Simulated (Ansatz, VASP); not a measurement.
Two plane-wave programs on Si3N4

```
Si N
1.0
     7.62720    0.00000    0.00000
    -3.81360    6.60535    0.00000
     0.00000    0.00000    2.91820
Si N
6 8
Direct
  0.18420 0.77040 0.25000
  0.41380 0.18420 0.75000
  0.22960 0.41380 0.25000
  0.81580 0.22960 0.75000
  0.58620 0.81580 0.25000
  0.77040 0.58620 0.75000
  0.33333 0.66667 0.25000
  0.66667 0.33333 0.75000
  0.33990 0.03570 0.25000
  0.30420 0.33990 0.75000
  0.96430 0.30420 0.25000
  0.66010 0.96430 0.75000
  0.69580 0.66010 0.25000
  0.03570 0.69580 0.75000
```

Alike in both runs: task relaxation of the atoms; functional PBE; k mesh 4 × 4 × 9; occupations fermi-dirac, width 0.02 eV; no spin polarisation.

|  | VASP | Ansatz |
| --- | --- | --- |
| version | VASP 6.6.1 | Ansatz 0.2.0 |
| potentials or method | VASP PAW PBE potentials, release 64 (Si, N) | plane-wave PAW, scalar-relativistic |
| plane-wave cutoff (eV) | 520 | 420 |
| valence electrons in the cell | 64 | 64 |

|  | VASP | Ansatz | Ansatz less VASP |
| --- | --- | --- | --- |
| gap on the k mesh at the Fermi level, each at its own relaxed structure (eV) | 4.29 | 4.30 | +0.012 |

Ansatz's warnings: stress scf threshold loose.
